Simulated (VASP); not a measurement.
# Be (P4_2/mnm) in VASP: a series of runs

Be is run at these levels: PBE; tasks: single point.

All numbers are computed with VASP 6.6.1; they aren't measurements. Logs are shortened: lines on timing, memory, paths and dates and some standing lists are left out, and cuts for length are marked.

### 1 The cell of the first run

Symmetry: P4_2/mnm, No. 136, tetragonal system. Conventional cell: a = 3.759 Å, b = 3.759 Å, c = 2.289 Å, α = 90.00°, β = 90.00°, γ = 90.00°. Within 2.9 Å of Be (site symmetry m2m) lie 13 Be at 2.15 to 2.71 Å.

### 2 Single point, PBE

The input, INCAR:

```
PREC = Accurate ; ENCUT = 520
EDIFF = 1E-6 ; ISMEAR = -1
SIGMA = 0.1 ; LREAL = False
LASPH = True ; NELM = 100
ALGO = Normal ; ISIF = 2
LWAVE = False ; LCHARG = False
GGA = PE ; NBANDS = 12
```

The input, KPOINTS:

```
Automatic mesh
0
Gamma
  6 6 10
```

The input, POSCAR:

```
Be
1.0
    3.7592619785      0.0000000000      0.0000000000
    0.0000000000      3.7592619785      0.0000000000
    0.0000000000      0.0000000000      2.2888590590
Be
4
Direct
    0.2974080000      0.2974080000      0.0000000000
    0.7025920000      0.7025920000      0.0000000000
    0.2025920000      0.7974080000      0.5000000000
    0.7974080000      0.2025920000      0.5000000000
```

Potentials or basis: VASP PAW PBE potentials, release 64 (Be).

The run is started by

```console
$ cat potpaw_PBE.64/Be/POTCAR > POTCAR
$ mpirun -np 1 vasp_std > vasp.out
```

OUTCAR:

```text
PREC = Accurate
   ENCUT = 520
   EDIFF = 1E-6
   ISMEAR = -1
   LREAL = False
   LASPH = True
   NELM = 100
   ISIF = 2
   GGA = PE

 ion  position               nearest neighbor table
   1  0.297  0.297  0.000-   2 2.15   3 2.23   4 2.23   3 2.23   4 2.23   3 2.23   3 2.23   4 2.23
                             4 2.23
   2  0.703  0.703  0.000-   1 2.15   3 2.23   4 2.23   3 2.23   4 2.23   4 2.23   4 2.23   3 2.23
                             3 2.23
   3  0.203  0.797  0.500-   4 2.15   2 2.23   1 2.23   1 2.23   2 2.23   1 2.23   1 2.23   2 2.23
                             2 2.23
   4  0.797  0.203  0.500-   3 2.15   2 2.23   1 2.23   1 2.23   2 2.23   2 2.23   2 2.23   1 2.23
                             1 2.23

  LATTYP: Found a simple tetragonal cell.
 ALAT       =     3.7592619785
 C/A-ratio  =     0.6088586196

  Lattice vectors:

 A1 = (   3.7592619785,   0.0000000000,   0.0000000000)
 A2 = (   0.0000000000,   3.7592619785,   0.0000000000)
 A3 = (   0.0000000000,   0.0000000000,   2.2888590590)

Analysis of symmetry for initial positions (statically):
=====================================================================
 Subroutine PRICEL returns:
 Original cell was already a primitive cell.

 Routine SETGRP: Setting up the symmetry group for a
 simple tetragonal supercell.

 Subroutine GETGRP returns: Found 16 space group operations
 (whereof  8 operations were pure point group operations)
 out of a pool of 16 trial point group operations.

The static configuration has the point symmetry D_2h.
 The point group associated with its full space group is D_4h.

Analysis of symmetry for dynamics (positions and initial velocities):
=====================================================================
 Subroutine PRICEL returns:
 Original cell was already a primitive cell.

 Routine SETGRP: Setting up the symmetry group for a
 simple tetragonal supercell.

 Subroutine GETGRP returns: Found 16 space group operations
 (whereof  8 operations were pure point group operations)
 out of a pool of 16 trial point group operations.

The dynamic configuration has the point symmetry D_2h.
 The point group associated with its full space group is D_4h.

 Subroutine INISYM returns: Found 16 space group operations
 (whereof  8 operations are pure point group operations),
 and found     1 'primitive' translations

----------------------------------------------------------------------------------------

                                     Primitive cell

  volume of cell :      32.3463

  direct lattice vectors                    reciprocal lattice vectors
     3.759261979  0.000000000  0.000000000     0.266009660  0.000000000  0.000000000
[... 101 lines left out ...]
   NELECT =       8.0000    total number of electrons
   NUPDOWN=      -1.0000    fix difference up-down
   EMIN   =  10.00;   EMAX   =-10.00  energy-range for DOS
   EFERMI =   0.00;   METHOD = LEGACY
   ISMEAR =    -1;   SIGMA  =   0.10  broadening in eV -4-tet -1-fermi 0-gaus
   EFERMI_NEDOS =   21; number of points for ismear=-14 and -15
   IALGO  =     38    algorithm
   IMIX   =      4    mixing-type and parameters
     AMIX     =   0.40;   BMIX     =  1.00
     AMIX_MAG =   1.60;   BMIX_MAG =  1.00
  volume/ion in A,a.u.               =       8.09        54.57
  Fermi-wavevector in a.u.,A,eV,Ry     =   1.027614  1.941909 14.367628  1.055991
  Thomas-Fermi vector in A             =   2.161568
   LORBIT       =      0    0 simple, 1 ext, 2 COOP (PROOUT), +10 PAW based schemes
   GGA     = PE    functional components
   LHFCALC =     F    Hartree Fock is set to
   AEXX    =    0.0000 exact exchange contribution
   IVDW    =     0    specifies the selected vdW correction
   LEPSILON=     F    determine dielectric tensor
   LRPA    =     F    only Hartree local field effects (RPA)
 non-spin polarized calculation
  energy-cutoff  :      520.00
  volume of cell :       32.35
 maximum number of plane-waves:       884
 NGX is ok and might be reduce to    28
   NGX = 13   NGY = 13   NGZ =  9

 number of electron       8.0000000 magnetization

 Free energy of the ion-electron system (eV)
  ---------------------------------------------------
  ext. energy  EPLUGINS =         0.00000000
  ---------------------------------------------------
  free energy    TOTEN  =       -14.84727546 eV

  energy without entropy =      -14.83104041  energy(sigma->0) =      -14.83915794

 E-fermi :   6.6623     XC(G=0): -10.5297

 val. band max:        6.5915174708   @ k =   0.3333   0.0000   0.3000
 cond. band min:       6.7339741501   @ k =   0.1667   0.0000   0.4000
 fundamental gap:      0.1424566793
 Fermi energy:         6.6622671062

 k-point     1 :       0.0000    0.0000    0.0000
  band No.  band energies     occupation
      1      -4.3849      2.00000
      2       1.7967      2.00000
      3       2.3656      2.00000
      4       5.6893      1.99988
      5       5.6893      1.99988
      6      11.5145      0.00000
      7      11.5145      0.00000
      8      14.0760      0.00000
      9      15.8704      0.00000
     10      17.1652      0.00000
     11      22.6870      0.00000
     12      22.6870      0.00000
[... 331 lines left out ...]
 k-point    24 :       0.5000    0.0000    0.2000
  band No.  band energies     occupation
      1      -1.5665      2.00000
      2      -1.5665      2.00000
      3       5.1679      2.00000
      4       5.1679      2.00000
      5       8.0736      0.00000
      6       8.0736      0.00000
      7      13.9523      0.00000
      8      13.9523      0.00000
      9      16.1476      0.00000
     10      16.1476      0.00000
     11      20.8156      0.00000
     12      20.8156      0.00000

 [... further k-points ...]
[... 5 lines left out ...]
  --------------------------------------------------------------------------------------
  -------------------------------------------------------------------------------------
  Total       -0.3122237     -0.3122237      0.0413111      0.0000000      0.0000000      0.0000000
  in kB      -15.4650817    -15.4650817      2.0462240      0.0000000      0.0000000      0.0000000
  external PRESSURE =      -9.6279798 kB  Pullay stress =       0.0000000 kB

 VOLUME and BASIS-vectors are now :
 -----------------------------------------------------------------------------
  energy-cutoff  :      520.00
  volume of cell :       32.35
      direct lattice vectors                 reciprocal lattice vectors
     3.759261979  0.000000000  0.000000000     0.266009660  0.000000000  0.000000000
     0.000000000  3.759261979  0.000000000     0.000000000  0.266009660  0.000000000
     0.000000000  0.000000000  2.288859059     0.000000000  0.000000000  0.436898898

 POSITION                                       TOTAL-FORCE (eV/Angst)
 -----------------------------------------------------------------------------------
      1.11803      1.11803      0.00000        -0.003588     -0.003588     -0.000000
      2.64123      2.64123      0.00000         0.003588      0.003588      0.000000
      0.76160      2.99767      1.14443         0.003588     -0.003588     -0.000000
      2.99767      0.76160      1.14443        -0.003588      0.003588      0.000000
 -----------------------------------------------------------------------------------
    total drift:                               -0.000000     -0.000000     -0.000000

  FREE ENERGIE OF THE ION-ELECTRON SYSTEM (eV)
  ---------------------------------------------------
  free  energy   TOTEN  =       -14.8472754635 eV

  energy  without entropy=      -14.8310404090  energy(sigma->0) =      -14.83915794
```

It took 20 s on 1 thread of Intel Xeon 8259CL, shared host; peak memory 0.14 GiB.

What came out:

```yaml
Free_energy: -14.8473 eV
Pressure: -1.0 GPa
Largest_force: 0.005 eV/Å
Band_gap_on_the_k_mesh: zero (band 4 reaches 7.73 eV, above the bottom of band 5 at 5.69 eV)
```

Forces in eV/Å, atoms in the order of the input:
```
Be  -0.004 -0.004  0.000
Be   0.004  0.004  0.000
Be   0.004 -0.004  0.000
Be  -0.004  0.004  0.000
```

### 3 Single point, PBE

This run uses another cell than the first one, of 8.33 Å³/atom, 1.030 times its volume.

The input, INCAR:

```
SYSTEM = Be
PREC = Accurate
ENCUT = 520
EDIFF = 1E-6
ISMEAR = -1
SIGMA = 0.1
LREAL = .False.
LASPH = .True.
NELM = 60
ALGO = Normal
ISIF = 2
LWAVE = .False.
LCHARG = .True.
GGA = PE
LELF = .True.
LVHAR = .True.
NBANDS = 12
```

The input, KPOINTS:

```
Automatic mesh
0
Gamma
  6 6 10
  0 0 0
```

The input, POSCAR:

```
Be
1.0
    3.7961198385      0.0000000000      0.0000000000
    0.0000000000      3.7961198385      0.0000000000
    0.0000000000      0.0000000000      2.3113002847
Be
4
Direct
    0.2974080000      0.2974080000      0.0000000000
    0.7025920000      0.7025920000      0.0000000000
    0.2025920000      0.7974080000      0.5000000000
    0.7974080000      0.2025920000      0.5000000000
```

Potentials or basis: VASP PAW PBE potentials, release 64 (Be).

The run is started by

```console
$ cat potpaw_PBE.64/Be/POTCAR > POTCAR
$ mpirun -np 1 vasp_std > vasp.out
```

It took 22 s on 1 thread of Intel Xeon 8259CL, shared host; peak memory 0.14 GiB.

It converged, with:

```yaml
Free_energy: -14.8316 eV
Pressure: -4.2 GPa
Largest_force: 0.010 eV/Å
Band_gap_on_the_k_mesh: zero (band 4 reaches 7.49 eV, above the bottom of band 5 at 5.43 eV)
```

Forces on the atoms (eV/Å):
```
Be   0.007  0.007  0.000
Be  -0.007 -0.007  0.000
Be  -0.007  0.007  0.000
Be   0.007 -0.007  0.000
```

Stress tensor (GPa, compression positive):
```
-4.70  0.00  0.00
 0.00 -4.70  0.00
 0.00  0.00 -3.23
```

Levels at points of the mesh, in eV from the Fermi level:
| k point | band 1 | band 2 | band 3 | band 4 | band 5 | band 6 | band 7 | band 8 |
| --- | --- | --- | --- | --- | --- | --- | --- | --- |
| (0.00, 0.00, 0.00) | -10.89 | -4.76 | -4.19 | -1.01 | -1.01 | 4.72 | 4.72 | 7.30 |
| (0.50, 0.00, 0.00) | -8.95 | -8.95 | -2.50 | -2.50 | 1.45 | 1.45 | 8.80 | 8.80 |
| (0.50, 0.50, 0.00) | -7.01 | -7.01 | -6.95 | -6.95 | 8.16 | 8.16 | 9.10 | 9.10 |
| (0.00, 0.00, 0.50) | -5.62 | -5.62 | 1.06 | 1.06 | 1.83 | 1.83 | 2.63 | 2.63 |
| (0.50, 0.00, 0.50) | -4.28 | -4.28 | -3.28 | -3.28 | 3.70 | 3.70 | 4.96 | 4.96 |
| (0.50, 0.50, 0.50) | -3.59 | -3.59 | -3.25 | -3.25 | 1.70 | 1.70 | 1.72 | 1.72 |

### 4 Single point, PBE

This run uses another cell than the first one, of 8.57 Å³/atom, 1.059 times its volume.

The input, INCAR:

```
  PREC = Accurate
  ENCUT = 520
  EDIFF = 1E-6
  ISMEAR = -1
  SIGMA = 0.1
  LREAL = F
  LASPH = T
  NELM = 60
  ALGO = Normal
  ISIF = 2
  LWAVE = F
  LCHARG = T
  GGA = PE
  LELF = T
  LVHAR = T
  NBANDS = 12
```

The input, KPOINTS:

```
Automatic mesh
0
Gamma
  6 6 10
```

The input, POSCAR:

```
Be
1.0
    3.8322755368      0.0000000000      0.0000000000
    0.0000000000      3.8322755368      0.0000000000
    0.0000000000      0.0000000000      2.3333139933
Be
4
Direct
    0.2974080000      0.2974080000      0.0000000000
    0.7025920000      0.7025920000      0.0000000000
    0.2025920000      0.7974080000      0.5000000000
    0.7974080000      0.2025920000      0.5000000000
```

The run is started by

```console
$ cat potpaw_PBE.64/Be/POTCAR > POTCAR
$ mpirun -np 1 vasp_std > vasp.out
```

Run time: 32 s. Hardware: 1 thread of Intel Xeon 8259CL, shared host; peak memory 0.14 GiB.

It converged, with:

```
Free energy            : -14.7976 eV
Pressure               : -7.1 GPa
Largest force          : 0.023 eV/Å
Band gap on the k mesh : zero (band 4 reaches 7.26 eV, above the bottom of band 5 at 5.18 eV)
```

Forces on the atoms (eV/Å):
```
Be   0.016  0.016  0.000
Be  -0.016 -0.016  0.000
Be  -0.016  0.016  0.000
Be   0.016 -0.016  0.000
```

Stress tensor (GPa, compression positive):
```
-7.47  0.00  0.00
 0.00 -7.47  0.00
 0.00  0.00 -6.27
```

Levels at points of the mesh, in eV from the Fermi level:
```
           k point  band 2  band 3  band 4  band 5  band 6  band 7
(0.00, 0.00, 0.00)   -4.66   -4.09   -1.04   -1.04    4.60    4.60
(0.50, 0.00, 0.00)   -8.82   -2.44   -2.44    1.37    1.37    8.60
(0.50, 0.50, 0.00)   -6.91   -6.84   -6.84    7.99    7.99    8.92
(0.00, 0.00, 0.50)   -5.53    1.05    1.05    1.80    1.80    2.60
(0.50, 0.00, 0.50)   -4.20   -3.23   -3.23    3.64    3.64    4.88
(0.50, 0.50, 0.50)   -3.51   -3.17   -3.17    1.60    1.60    1.64
```

### 5 Summary

| cell | gap on the mesh (eV) | pressure (GPa) | largest force (eV/Å) |
| --- | --- | --- | --- |
| a = 3.759, b = 3.759, c = 2.289 Å, 4 atoms | none | -1.0 | 0.01 |
| a = 3.796, b = 3.796, c = 2.311 Å, 4 atoms | none | -4.2 | 0.01 |
| a = 3.832, b = 3.832, c = 2.333 Å, 4 atoms | none | -7.1 | 0.02 |

Alike in all rows: task single point; level PBE; potentials or basis VASP PAW PBE potentials, release 64 (Be); no spin polarisation; k mesh 6 × 6 × 10; cutoff (eV) 520; smearing fermi-dirac 0.1 eV.

Absolute energies hang on the potentials; compare differences alone.
